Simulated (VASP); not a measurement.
# Ti4C in VASP: further runs

Runs on Ti4C. Level: LDA. Tasks: single point.

All numbers are computed with VASP 6.6.1; they aren't measurements. Logs are shortened: lines on timing, memory, paths and dates and some standing lists are left out, and cuts for length are marked.

**1. The cell of the first run**

The cell holds a slab with vacuum, 5 atoms: a = 2.864 Å, b = 2.864 Å, c = 22.241 Å, α = 90.00°, β = 90.00°, γ = 120.00°.

**2. Single point, LDA**

Input file INCAR:

```
SYSTEM = Ti4C
PREC = Accurate ; ENCUT = 520
EDIFF = 1E-7 ; ISMEAR = 0
SIGMA = 0.1 ; LREAL = .FALSE.
LASPH = .TRUE. ; NELM = 60
ALGO = Normal ; ISIF = 2
LWAVE = .FALSE. ; LCHARG = .FALSE.
LDIPOL = .TRUE. ; IDIPOL = 3
DIPOL = 0.5 0.5 0.378 ; NBANDS = 34
```

Input file KPOINTS:

```
regular mesh
0
G
  9 9 1
  0 0 0
```

Input file POSCAR:

```
Ti4C
1.0
    2.8639615639      0.0000000000      0.0000000000
   -1.4319807819      2.4802634698      0.0000000000
    0.0000000000      0.0000000000     22.2412339090
Ti C
4 1
Direct
    0.6666666666      0.3333333333      0.1798461370
    0.3333333334      0.6666666667      0.2817907594
    0.6666666666      0.3333333333      0.3878708239
    0.3333333334      0.6666666667      0.4829423562
    0.5000000000      1.0000000000      0.5564368664
```

Potentials or basis: VASP PAW LDA potentials, release 64 (Ti_sv, C).

The run is started by

```
$ cat potpaw_LDA.64/Ti_sv/POTCAR potpaw_LDA.64/C/POTCAR > POTCAR
$ mpirun -np 1 vasp_std > vasp.out
```

OUTCAR:

```text
SYSTEM = Ti4C
   PREC = Accurate
   ENCUT = 520
   EDIFF = 1E-7
   ISMEAR = 0
   LREAL = .FALSE.
   LASPH = .TRUE.
   NELM = 60
   ISIF = 2

 ion  position               nearest neighbor table
   1  0.667  0.333  0.180-   2 2.81   2 2.81   2 2.81
   2  0.333  0.667  0.282-   1 2.81   1 2.81   1 2.81   3 2.88   3 2.88   3 2.88
   3  0.667  0.333  0.388-   4 2.68   4 2.68   4 2.68   2 2.88   2 2.88   2 2.88
   4  0.333  0.667  0.483-   5 1.83   3 2.68   3 2.68   3 2.68
   5  0.500  0.000  0.556-   4 1.83

  LATTYP: Found a hexagonal cell.
 ALAT       =     2.8639615639
 C/A-ratio  =     7.7658981843

  Lattice vectors:

 A1 = (   2.8639615639,   0.0000000000,   0.0000000000)
 A2 = (  -1.4319807819,   2.4802634698,   0.0000000000)
 A3 = (   0.0000000000,   0.0000000000,  22.2412339090)

Analysis of symmetry for initial positions (statically):
=====================================================================
 Subroutine PRICEL returns:
 Original cell was already a primitive cell.

 Routine SETGRP: Setting up the symmetry group for a
 hexagonal supercell.

 Subroutine GETGRP returns: Found  2 space group operations
 (whereof  2 operations were pure point group operations)
 out of a pool of 24 trial point group operations.

The static configuration has the point symmetry C_1h.

Analysis of symmetry for dynamics (positions and initial velocities):
=====================================================================
 Subroutine PRICEL returns:
 Original cell was already a primitive cell.

 Routine SETGRP: Setting up the symmetry group for a
 hexagonal supercell.

 Subroutine GETGRP returns: Found  2 space group operations
 (whereof  2 operations were pure point group operations)
 out of a pool of 24 trial point group operations.

The dynamic configuration has the point symmetry C_1h.

 Subroutine INISYM returns: Found  2 space group operations
 (whereof  2 operations are pure point group operations),
 and found     1 'primitive' translations

----------------------------------------------------------------------------------------

                                     Primitive cell

  volume of cell :     157.9879

  direct lattice vectors                    reciprocal lattice vectors
     2.863961564  0.000000000  0.000000000     0.349166697  0.201591487  0.000000000
    -1.431980782  2.480263470  0.000000000     0.000000000  0.403182973  0.000000000
     0.000000000  0.000000000 22.241233909     0.000000000  0.000000000  0.044961534

  length of vectors
     2.863961564  2.863961564 22.241233909     0.403182973  0.403182973  0.044961534

  position of ions in fractional coordinates (direct lattice)
     0.666666667  0.333333333  0.179846137
     0.333333333  0.666666667  0.281790759
     0.666666667  0.333333333  0.387870824
     0.333333333  0.666666667  0.482942356
     0.500000000  0.000000000  0.556436866

  ion indices of the primitive-cell ions
   primitive index   ion index
                 1           1
                 2           2
                 3           3
                 4           4
                 5           5

----------------------------------------------------------------------------------------

 KPOINTS: regular mesh

Automatic generation of k-mesh.
 Grid dimensions read from file:
 generate k-points for:    9    9    1

 Generating k-lattice:

  Cartesian coordinates                     Fractional coordinates (reciprocal lattice)
     0.038796300  0.022399054  0.000000000     0.111111111  0.000000000  0.000000000
     0.000000000  0.044798108  0.000000000     0.000000000  0.111111111  0.000000000
     0.000000000  0.000000000  0.044961534     0.000000000  0.000000000  1.000000000

  Length of vectors
     0.044798108  0.044798108  0.044961534

  Shift w.r.t. Gamma in fractional coordinates (k-lattice)
     0.000000000  0.000000000  0.000000000

 Subroutine IBZKPT returns following result:
 ===========================================

 Found     25 irreducible k-points:

 Following reciprocal coordinates:
            Coordinates               Weight
  0.000000  0.000000  0.000000      1.000000
  0.111111  0.000000  0.000000      4.000000
  0.000000  0.111111  0.000000      2.000000
  0.222222 -0.000000  0.000000      4.000000
  0.000000  0.222222  0.000000      2.000000
  0.333333  0.000000  0.000000      4.000000
[... 16 lines left out ...]
 -0.222222 -0.444444  0.000000      4.000000
  0.444444  0.333333  0.000000      4.000000
   k-points           NKPTS =     25   k-points in BZ     NKDIM =     25   number of bands    NBANDS=     34
   number of dos      NEDOS =    301   number of ions     NIONS =      5
   total plane-waves  NPLWV =  96768
   dimension x,y,z NGX =    24 NGY =   24 NGZ =  168
   dimension x,y,z NGXF=    48 NGYF=   48 NGZF=  336
   ions per type =               4   1
   NGX,Y,Z   is equivalent  to a cutoff of  13.93, 13.93, 12.56 a.u.
   NGXF,Y,Z  is equivalent  to a cutoff of  27.86, 27.86, 25.11 a.u.
 SYSTEM =  Ti4C
   PREC   = accura    normal or accurate (medium, high low for compatibility)
   ISTART =      0    job   : 0-new  1-cont  2-samecut
   ICHARG =      2    charge: 1-file 2-atom 10-const
   ISPIN  =      1    spin polarized calculation?
   LNONCOLLINEAR =      F non collinear calculations
   LSORBIT =      F    spin-orbit coupling
   LASPH  =      T    aspherical Exc in radial PAW
   ENCUT  =  520.0 eV  38.22 Ry    6.18 a.u.   5.33  5.33 41.35*2*pi/ulx,y,z
   NELM   =     60;   NELMIN=  2; NELMDL= -5     # of ELM steps
   EDIFF  = 0.1E-06   stopping-criterion for ELM
   LREAL  =      F    real-space projection
   EDIFFG = 0.1E-05   stopping-criterion for IOM
   NSW    =      0    number of steps for IOM
   IBRION =     -1    ionic relax: 0-MD 1-quasi-New 2-CG
   NFREE  =      0    steps in history (QN), initial steepest desc. (CG)
   ISIF   =      2    stress and relaxation
   ISYM   =      2    0-nonsym 1-usesym 2-fastsym
   POTIM  = 0.5000    time-step for ionic-motion
   TEBEG  =    0.0;   TEEND  =   0.0 temperature during run
   PSTRESS=    0.0 pullay stress
   NELECT =      52.0000    total number of electrons
   NUPDOWN=      -1.0000    fix difference up-down
   EMIN   =  10.00;   EMAX   =-10.00  energy-range for DOS
   EFERMI =   0.00;   METHOD = LEGACY
   ISMEAR =     0;   SIGMA  =   0.10  broadening in eV -4-tet -1-fermi 0-gaus
   EFERMI_NEDOS =   21; number of points for ismear=-14 and -15
   IALGO  =     38    algorithm
   IMIX   =      4    mixing-type and parameters
     AMIX     =   0.40;   BMIX     =  1.00
     AMIX_MAG =   1.60;   BMIX_MAG =  1.00
  volume/ion in A,a.u.               =      31.60       213.23
  Fermi-wavevector in a.u.,A,eV,Ry     =   1.130320  2.135995 17.383113  1.277623
  Thomas-Fermi vector in A             =   2.267016
   LORBIT       =      0    0 simple, 1 ext, 2 COOP (PROOUT), +10 PAW based schemes
   GGA     = CA    functional components
   LHFCALC =     F    Hartree Fock is set to
   AEXX    =    0.0000 exact exchange contribution
   IVDW    =     0    specifies the selected vdW correction
   LEPSILON=     F    determine dielectric tensor
   LRPA    =     F    only Hartree local field effects (RPA)
 non-spin polarized calculation
 Gauss-broadening in eV      SIGMA  =   0.10
  energy-cutoff  :      520.00
  volume of cell :      157.99
 maximum number of plane-waves:      4289
 NGX is ok and might be reduce to    24
   NGX = 11   NGY = 11   NGZ = 83

 dipolmoment           0.000000      0.000000     -0.013125 electrons x Angstroem

 number of electron      52.0000013 magnetization

 dipolmoment           0.000000      0.000000      0.098712 electrons x Angstroem

 Free energy of the ion-electron system (eV)
  ---------------------------------------------------
  ext. energy  EPLUGINS =         0.00000000
  ---------------------------------------------------
  free energy    TOTEN  =       -38.55859199 eV

  energy without entropy =      -38.50658395  energy(sigma->0) =      -38.53258797

 E-fermi :   0.6393     XC(G=0):  -6.4580

 val. band max:        0.6332820087   @ k =   0.4444   0.1111   0.0000
 cond. band min:       0.6504719763   @ k =   0.2222   0.2222   0.0000
 fundamental gap:      0.0171899676
 Fermi energy:         0.6392836722

 k-point     1 :       0.0000    0.0000    0.0000
  band No.  band energies     occupation
      1     -55.5275      2.00000
      2     -55.3117      2.00000
      3     -55.1950      2.00000
      4     -54.7519      2.00000
      5     -32.3879      2.00000
      6     -32.1222      2.00000
[... 26 lines left out ...]
     33       1.7639      0.00000
     34       1.9295      0.00000

 k-point     2 :       0.1111    0.0000    0.0000
  band No.  band energies     occupation
      1     -55.5146      2.00000
      2     -55.2996      2.00000
      3     -55.1828      2.00000
      4     -54.7411      2.00000
      5     -32.3655      2.00000
      6     -32.1105      2.00000
[... 26 lines left out ...]
     33       1.9066      0.00000
     34       2.0391      0.00000

 k-point     3 :       0.0000    0.1111    0.0000
  band No.  band energies     occupation
      1     -55.5146      2.00000
      2     -55.2996      2.00000
      3     -55.1827      2.00000
      4     -54.7410      2.00000
      5     -32.3654      2.00000
      6     -32.1099      2.00000
[... 26 lines left out ...]
     33       1.8430      0.00000
     34       1.9065      0.00000
[... 704 lines left out ...]
 k-point    23 :      -0.2222   -0.4444    0.0000
  band No.  band energies     occupation
      1     -55.4085      2.00000
      2     -55.2016      2.00000
      3     -55.0814      2.00000
      4     -54.6522      2.00000
      5     -32.3283      2.00000
      6     -32.2546      2.00000
[... 26 lines left out ...]
     33       2.7438      0.00000
     34       3.1734      0.00000

 k-point    24 :       0.4444    0.3333    0.0000
  band No.  band energies     occupation
      1     -55.4085      2.00000
      2     -55.2016      2.00000
      3     -55.0815      2.00000
      4     -54.6525      2.00000
      5     -32.3330      2.00000
      6     -32.2588      2.00000
[... 26 lines left out ...]
     33       2.7221      0.00000
     34       3.1868      0.00000

 [... further k-points ...]

------------------------ aborting loop because EDIFF is reached ----------------------------------------

 vacuum level on the upper side and lower side of the slab       (xc-potential included)         1.086        -1.422

  FORCE on cell =-STRESS in cart. coord.  units (eV):
  Direction    XX          YY          ZZ          XY          YZ          ZX
  --------------------------------------------------------------------------------------
  -------------------------------------------------------------------------------------
  Total       -2.7901396     -0.8431811      0.0752080     -0.0000000      2.6739961      0.0000000
  in kB      -28.2951912     -8.5508161      0.7626952     -0.0000000     27.1173637      0.0000000
  external PRESSURE =     -12.0277707 kB  Pullay stress =       0.0000000 kB

 VOLUME and BASIS-vectors are now :
 -----------------------------------------------------------------------------
  energy-cutoff  :      520.00
  volume of cell :      157.99
      direct lattice vectors                 reciprocal lattice vectors
     2.863961564  0.000000000  0.000000000     0.349166697  0.201591487  0.000000000
    -1.431980782  2.480263470  0.000000000     0.000000000  0.403182973  0.000000000
     0.000000000  0.000000000 22.241233909     0.000000000  0.000000000  0.044961534

 POSITION                                       TOTAL-FORCE (eV/Angst)
 -----------------------------------------------------------------------------------
      1.43198      0.82675      4.00000        -0.000000     -0.001429      0.571316
      0.00000      1.65351      6.26737         0.000000      0.034323     -0.370970
      1.43198      0.82675      8.62673         0.000000      0.037311     -1.023682
      0.00000      1.65351     10.74123        -0.000000     -1.842500      0.748952
      1.43198      0.00000     12.37584         0.000000      1.772295      0.074383
 -----------------------------------------------------------------------------------
    total drift:                                0.000000      0.000008      0.000690

  FREE ENERGIE OF THE ION-ELECTRON SYSTEM (eV)
  ---------------------------------------------------
  free  energy   TOTEN  =       -38.5585919886 eV

  energy  without entropy=      -38.5065839479  energy(sigma->0) =      -38.53258797

 vacuum level on the upper side and lower side of the slab         7.705         5.136
```

It took 5.4 min on 1 thread of Intel Xeon Platinum 8175M at 2.50GHz (Skylake/Cascade Lake), shared host; peak memory 0.29 GiB.

What came out:

```yaml
Free_energy: -38.5586 eV
Largest_force: 1.989 eV/Å
Band_gap_on_the_k_mesh: zero (bands 26 and 27 overlap by 0.88 eV)
```

Forces in eV/Å, atoms in the order of the input:
```
Ti   0.000 -0.001  0.571
Ti   0.000  0.034 -0.371
Ti   0.000  0.037 -1.024
Ti   0.000 -1.843  0.749
C    0.000  1.772  0.074
```

Levels at points of the mesh, in eV from the Fermi level:
```
           k point  band 24  band 25  band 26  band 27  band 28  band 29
(0.00, 0.00, 0.00)     0.42     0.48     0.58     0.72     0.76     0.78
```

**3. Single point, LDA**

Input file INCAR:

```
SYSTEM = Ti4C
  PREC = Accurate
  ENCUT = 520
  EDIFF = 1E-6
  ISMEAR = 0
  SIGMA = 0.1
  LREAL = .FALSE.
  LASPH = .TRUE.
  NELM = 100
  ALGO = Normal
  ISIF = 2
  LWAVE = .FALSE.
  LCHARG = .TRUE.
  LDIPOL = .TRUE.
  IDIPOL = 3
  DIPOL = 0.5 0.5 0.378
  LELF = .TRUE.
  LVHAR = .TRUE.
  LVACPOTAV = .TRUE.
  NBANDS = 34
```

Input file KPOINTS:

```
Automatic mesh
0
G
  9 9 1
  0 0 0
```

Input file POSCAR:

```
Ti4C
1.0
    2.8639615639      0.0000000000      0.0000000000
   -1.4319807819      2.4802634698      0.0000000000
    0.0000000000      0.0000000000     22.2412339090
Ti C
4 1
Direct
    0.6666666667      0.3333333334      0.1798461370
    0.3333333333      0.6666666667      0.2817907594
    0.6666666667      0.3333333334      0.3878708239
    0.3333333333      0.6666666667      0.4829423562
    0.6666666667      0.8333333334      0.5556520978
```

Potentials or basis: VASP PAW LDA potentials, release 64 (Ti_sv, C).

The run is started by

```
$ cat potpaw_LDA.64/Ti_sv/POTCAR potpaw_LDA.64/C/POTCAR > POTCAR
$ mpirun -np 1 vasp_std > vasp.out
```

It took 5.9 min on 1 thread of Intel Xeon Platinum 8175M at 2.50GHz (Skylake/Cascade Lake), shared host; peak memory 0.3 GiB.

Results (log left out):

* Free energy: -38.5760 eV
* Largest force: 2.507 eV/Å
* Band gap on the k mesh: zero (bands 26 and 27 overlap by 1.00 eV)

Forces on the atoms (eV/Å):
```
Ti  -0.009 -0.005  0.586
Ti   0.086  0.050 -0.387
Ti   0.257  0.149 -1.031
Ti  -2.073 -1.197  0.744
C    1.739  1.004  0.087
```

Levels at points of the mesh, in eV from the Fermi level:
```tsv
k point	band 22	band 23	band 24	band 25	band 26	band 27	band 28	band 29	band 30	band 31
(0.00, 0.00, 0.00)	-0.72	-0.20	0.43	0.48	0.61	0.72	0.72	0.79	0.85	0.87
```
